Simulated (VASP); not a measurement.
# Ni (P6/mmm) in VASP: notebook

Runs on Ni. Level: PBE. Tasks: single point.

All numbers are computed with VASP 6.6.1; they aren't measurements. Logs are shortened: lines on timing, memory, paths and dates and some standing lists are left out, and cuts for length are marked.

### 1 The cell of the first run

The structure is hexagonal, space group P6/mmm (No. 191). Conventional cell: a = 2.028 Å, b = 2.028 Å, c = 1.936 Å, α = 90.00°, β = 90.00°, γ = 120.00°. Within 2.6 Å of Ni (site symmetry 6/mmm) lie 8 Ni at 1.94 to 2.03 Å.

### 2 Single point, PBE, collinear spin, ferromagnetic start

The input, INCAR:

```
SYSTEM = Ni
  ALGO = Normal
  EDIFF = 1E-6
  ENCUT = 520
  GGA = PE
  ISIF = 2
  ISMEAR = -1
  ISPIN = 2
  LASPH = .TRUE.
  LCHARG = .FALSE.
  LMAXMIX = 4
  LORBIT = 11
  LREAL = .FALSE.
  LWAVE = .FALSE.
  MAGMOM = 1
  NBANDS = 15
  NELM = 150
  PREC = Accurate
  SIGMA = 0.1
```

The input, KPOINTS:

```
k-points
0
G
  21 21 20
  0 0 0
```

The input, POSCAR:

```
Ni
1.0
    2.0277715603      0.0000000000      0.0000000000
   -1.0138857802      1.7561016843      0.0000000000
    0.0000000000      0.0000000000      1.9361961329
Ni
1
Direct
    0.0000000000      0.0000000000      0.0000000000
```

Potentials or basis: VASP PAW PBE potentials, release 64 (Ni).

On the command line:

```sh
> cat potpaw_PBE.64/Ni/POTCAR > POTCAR
> mpirun -np 1 vasp_std > vasp.out
```

OUTCAR:

```text
SYSTEM = Ni
   EDIFF = 1E-6
   ENCUT = 520
   GGA = PE
   ISIF = 2
   ISMEAR = -1
   ISPIN = 2
   LASPH = .TRUE.
   LORBIT = 11
   LREAL = .FALSE.
   NELM = 150
   PREC = Accurate

 ion  position               nearest neighbor table
   1  0.000  0.000  0.000-

  LATTYP: Found a hexagonal cell.
 ALAT       =     2.0277715603
 C/A-ratio  =     0.9548393768

  Lattice vectors:

 A1 = (   2.0277715603,   0.0000000000,   0.0000000000)
 A2 = (  -1.0138857802,   1.7561016843,   0.0000000000)
 A3 = (   0.0000000000,   0.0000000000,   1.9361961329)

Analysis of symmetry for initial positions (statically):
=====================================================================
 Subroutine PRICEL returns:
 Original cell was already a primitive cell.

 Routine SETGRP: Setting up the symmetry group for a
 hexagonal supercell.

 Subroutine GETGRP returns: Found 24 space group operations
 (whereof 24 operations were pure point group operations)
 out of a pool of 24 trial point group operations.

The static configuration has the point symmetry D_6h.

Analysis of symmetry for dynamics (positions and initial velocities):
=====================================================================
 Subroutine PRICEL returns:
 Original cell was already a primitive cell.

 Routine SETGRP: Setting up the symmetry group for a
 hexagonal supercell.

 Subroutine GETGRP returns: Found 24 space group operations
 (whereof 24 operations were pure point group operations)
 out of a pool of 24 trial point group operations.

The dynamic configuration has the point symmetry D_6h.

Analysis of structural, dynamic, and magnetic symmetry:
=====================================================================
 Subroutine PRICEL returns:
 Original cell was already a primitive cell.

 Routine SETGRP: Setting up the symmetry group for a
 hexagonal supercell.

 Subroutine GETGRP returns: Found 24 space group operations
 (whereof 24 operations were pure point group operations)
 out of a pool of 24 trial point group operations.

The overall configuration has the point symmetry D_6h.

 Subroutine INISYM returns: Found 24 space group operations
 (whereof 24 operations are pure point group operations),
 and found     1 'primitive' translations

----------------------------------------------------------------------------------------

                                     Primitive cell

  volume of cell :       6.8947

  direct lattice vectors                    reciprocal lattice vectors
[... 117 lines left out ...]
  energy-cutoff  :      520.00
  volume of cell :        6.89
 maximum number of plane-waves:       199
 NGX is ok and might be reduce to    16
   NGX =  7   NGY =  7   NGZ =  7

 number of electron      10.0000000 magnetization       1.0000000

 number of electron       9.9999996 magnetization      -0.0002724

 number of electron       9.9999996 magnetization       0.0001816

 Free energy of the ion-electron system (eV)
  ---------------------------------------------------
  ext. energy  EPLUGINS =         0.00000000
  ---------------------------------------------------
  free energy    TOTEN  =        -2.18641912 eV

  energy without entropy =       -2.15206347  energy(sigma->0) =       -2.16924130

 E-fermi :  17.8279     XC(G=0): -16.1126

 val. band max:       17.8270150308   @ k =   0.3810   0.0476   0.3000
 cond. band min:      17.8348851770   @ k =   0.0476   0.0476   0.1000
 fundamental gap:      0.0078701462
 Fermi energy:        17.8278664772

 spin component 1

 k-point     1 :       0.0000    0.0000    0.0000
  band No.  band energies     occupation
      1       5.2610      1.00000
      2      10.7127      1.00000
      3      13.9940      1.00000
      4      13.9940      1.00000
      5      18.1081      0.05720
      6      18.1081      0.05720
      7      44.2628      0.00000
      8      45.4471      0.00000
      9      52.5742      0.00000
     10      55.2976      0.00000
     11      55.2976      0.00000
     12      57.2561      0.00000
     13      57.2561      0.00000
     14      62.3744      0.00000
[... 403 lines left out ...]
      4      16.1883      1.00000
      5      16.7907      0.99997
      6      17.7949      0.58168
      7      38.0813      0.00000
      8      42.7372      0.00000
      9      48.9871      0.00000
     10      51.8659      0.00000
     11      53.6429      0.00000
     12      62.2647      0.00000
     13      64.5712      0.00000
     14      69.3902      0.00000
     15      71.8539      0.00000

 [... further k-points ...]

 spin component 2

 k-point     1 :       0.0000    0.0000    0.0000
  band No.  band energies     occupation
      1       5.2609      1.00000
      2      10.7128      1.00000
      3      13.9942      1.00000
      4      13.9942      1.00000
      5      18.1084      0.05704
      6      18.1084      0.05704
      7      44.2628      0.00000
      8      45.4470      0.00000
      9      52.5742      0.00000
     10      55.2976      0.00000
     11      55.2976      0.00000
     12      57.2561      0.00000
     13      57.2561      0.00000
     14      62.3748      0.00000
[... 403 lines left out ...]
      4      16.1886      1.00000
      5      16.7910      0.99997
      6      17.7952      0.58096
      7      38.0813      0.00000
      8      42.7372      0.00000
      9      48.9871      0.00000
     10      51.8658      0.00000
     11      53.6430      0.00000
     12      62.2651      0.00000
     13      64.5713      0.00000
     14      69.3902      0.00000
     15      71.8539      0.00000

 [... further k-points ...]
[... 5 lines left out ...]
  --------------------------------------------------------------------------------------
  -------------------------------------------------------------------------------------
  Total       13.7138767     13.7138767     13.5291874     -0.0000000      0.0000000      0.0000000
  in kB     3186.7851732   3186.7851732   3143.8676842     -0.0000001      0.0000000      0.0000000
  external PRESSURE =    3172.4793435 kB  Pullay stress =       0.0000000 kB

 VOLUME and BASIS-vectors are now :
 -----------------------------------------------------------------------------
  energy-cutoff  :      520.00
  volume of cell :        6.89
      direct lattice vectors                 reciprocal lattice vectors
     2.027771560  0.000000000  0.000000000     0.493152197  0.284721554  0.000000000
    -1.013885780  1.756101684  0.000000000     0.000000000  0.569443107  0.000000000
     0.000000000  0.000000000  1.936196133     0.000000000  0.000000000  0.516476602

 POSITION                                       TOTAL-FORCE (eV/Angst)
 -----------------------------------------------------------------------------------
      0.00000      0.00000      0.00000        -0.000000      0.000000      0.000000
 -----------------------------------------------------------------------------------
    total drift:                                0.000000      0.000000     -0.000000

  FREE ENERGIE OF THE ION-ELECTRON SYSTEM (eV)
  ---------------------------------------------------
  free  energy   TOTEN  =        -2.1864191249 eV

  energy  without entropy=       -2.1520634737  energy(sigma->0) =       -2.16924130

 total charge

# of ion       s       p       d       tot
------------------------------------------
    1        0.805   1.045   8.883  10.734

 magnetization (x)

# of ion       s       p       d       tot
------------------------------------------
    1       -0.000  -0.000   0.000   0.000
```

OSZICAR:

```text
N       E                     dE             d eps       ncg     rms          rms(c)
DAV:   1     0.353321009255E+02    0.35332E+02   -0.40591E+03 35407   0.956E+02
DAV:   2    -0.161811783208E+01   -0.36950E+02   -0.34510E+02 36230   0.175E+02
DAV:   3    -0.270646613910E+01   -0.10883E+01   -0.10804E+01 38128   0.287E+01
DAV:   4    -0.270956746486E+01   -0.31013E-02   -0.31012E-02 37931   0.151E+00
DAV:   5    -0.270957566308E+01   -0.81982E-05   -0.81965E-05 38338   0.750E-02    0.204E+01
DAV:   6    -0.229181237086E+01    0.41776E+00   -0.21293E+00 38470   0.183E+01    0.951E+00
DAV:   7    -0.221434400430E+01    0.77468E-01   -0.10937E-01 37645   0.445E+00    0.535E+00
DAV:   8    -0.218803385983E+01    0.26310E-01   -0.15898E-02 42951   0.837E-01    0.167E+00
DAV:   9    -0.218629235983E+01    0.17415E-02   -0.17467E-03 45111   0.266E-01    0.155E-01
DAV:  10    -0.218640860178E+01   -0.11624E-03   -0.18031E-04 38354   0.147E-01    0.663E-02
DAV:  11    -0.218642242829E+01   -0.13827E-04   -0.20608E-05 40945   0.606E-02    0.229E-02
DAV:  12    -0.218642074524E+01    0.16831E-05   -0.88627E-07 26130   0.118E-02    0.109E-02
DAV:  13    -0.218641923864E+01    0.15066E-05   -0.33259E-07 21727   0.707E-03    0.331E-03
DAV:  14    -0.218641912494E+01    0.11370E-06   -0.45188E-08 16750   0.229E-03
   1 F= -.21864191E+01 E0= -.21692413E+01  d E =-.343557E-01  mag=     0.0001
```

stdout:

```text
POSCAR found type information on POSCAR Ni
 POSCAR found :  1 types and       1 ions
 scaLAPACK will be used
 LDA part: xc-table for (Slater+PW92), standard interpolation
 POSCAR, INCAR and KPOINTS ok, starting setup
 FFT: planning ... GRIDC
 FFT: planning ... GRID_SOFT
 FFT: planning ... GRID
 WAVECAR not read
 entering main loop
```

Run time: 42 s. Hardware: 1 thread of Intel Xeon 6975P-C (Granite Rapids), shared host; peak memory 0.19 GiB.

Results:

```
Free energy            : -2.1864 eV
Pressure               : 317.2 GPa
Band gap on the k mesh : zero (filled and empty bands overlap)
Net moment             : 0.00 μB per cell
```

### 3 Single point, PBE, collinear spin, ferromagnetic start

INCAR: that of step 2 with these lines changed.

```diff
@@ -2,3 +2,3 @@
   ALGO = Normal
-  EDIFF = 1E-6
+  EDIFF = 1E-7
   ENCUT = 520
```

KPOINTS is that of step 2.

The input, POSCAR:

```
Ni
1.0
    2.0279046572      0.0000000000      0.0000000000
   -1.0139523286      1.7562169496      0.0000000000
    0.0000000000      0.0000000000      1.9371014049
Ni
1
Direct
    0.0000000000      0.0000000000      0.0000000000
```

Potentials or basis: VASP PAW PBE potentials, release 64 (Ni).

On the command line:

```sh
> cat potpaw_PBE.64/Ni/POTCAR > POTCAR
> mpirun -np 1 vasp_std > vasp.out
```

OUTCAR:

```text
SYSTEM = Ni
   EDIFF = 1E-7
   ENCUT = 520
   GGA = PE
   ISIF = 2
   ISMEAR = -1
   ISPIN = 2
   LASPH = .TRUE.
   LORBIT = 11
   LREAL = .FALSE.
   NELM = 150
   PREC = Accurate

 ion  position               nearest neighbor table
   1  0.000  0.000  0.000-

  LATTYP: Found a hexagonal cell.
 ALAT       =     2.0279046572
 C/A-ratio  =     0.9552231157

[... 1077 lines left out ...]
  FORCE on cell =-STRESS in cart. coord.  units (eV):
  Direction    XX          YY          ZZ          XY          YZ          ZX
  --------------------------------------------------------------------------------------
  -------------------------------------------------------------------------------------
  Total       13.7004771     13.7004771     13.4789535     -0.0000000     -0.0000000      0.0000000
  in kB     3181.7658725   3181.7658726   3130.3197770     -0.0000000     -0.0000000      0.0000000
  external PRESSURE =    3164.6171740 kB  Pullay stress =       0.0000000 kB

 VOLUME and BASIS-vectors are now :
 -----------------------------------------------------------------------------
  energy-cutoff  :      520.00
  volume of cell :        6.90
      direct lattice vectors                 reciprocal lattice vectors
     2.027904657  0.000000000  0.000000000     0.493119830  0.284702867  0.000000000
    -1.013952329  1.756216950  0.000000000     0.000000000  0.569405733  0.000000000
     0.000000000  0.000000000  1.937101405     0.000000000  0.000000000  0.516235236

 POSITION                                       TOTAL-FORCE (eV/Angst)
 -----------------------------------------------------------------------------------
      0.00000      0.00000      0.00000         0.000000      0.000000      0.000000
 -----------------------------------------------------------------------------------
    total drift:                               -0.000000     -0.000000     -0.000000

  FREE ENERGIE OF THE ION-ELECTRON SYSTEM (eV)
  ---------------------------------------------------
  free  energy   TOTEN  =        -2.1945308719 eV

  energy  without entropy=       -2.1601720274  energy(sigma->0) =       -2.17735145

 total charge

# of ion       s       p       d       tot
------------------------------------------
    1        0.804   1.045   8.882  10.731

 magnetization (x)

# of ion       s       p       d       tot
------------------------------------------
    1       -0.000  -0.000   0.000   0.000
```

Run time: 44 s. Hardware: 1 thread of Intel Xeon 6975P-C (Granite Rapids), shared host; peak memory 0.19 GiB.

Results:

```yaml
Free_energy: -2.1945 eV
Pressure: 316.5 GPa
Band_gap_on_the_k_mesh: zero (filled and empty bands overlap)
Net_moment: 0.00 μB per cell
```

Levels at points of the mesh, in eV from the Fermi level:
Spin up:
| k point | band 1 | band 2 | band 3 | band 4 | band 5 | band 6 | band 7 | band 8 | band 9 | band 10 |
| --- | --- | --- | --- | --- | --- | --- | --- | --- | --- | --- |
| (0.00, 0.00, 0.00) | -12.56 | -7.11 | -3.83 | -3.83 | 0.28 | 0.28 | 26.41 | 27.62 | 34.72 | 37.47 |
| (0.00, 0.00, 0.50) | -6.96 | -3.27 | -3.19 | -3.19 | -1.96 | -1.96 | 7.90 | 34.43 | 38.43 | 38.43 |
Spin down:
```tsv
k point	band 3	band 4	band 5	band 6	band 7	band 8
(0.00, 0.00, 0.00)	-3.83	-3.83	0.28	0.28	26.41	27.62
(0.00, 0.00, 0.50)	-3.19	-3.19	-1.96	-1.96	7.90	34.43
```
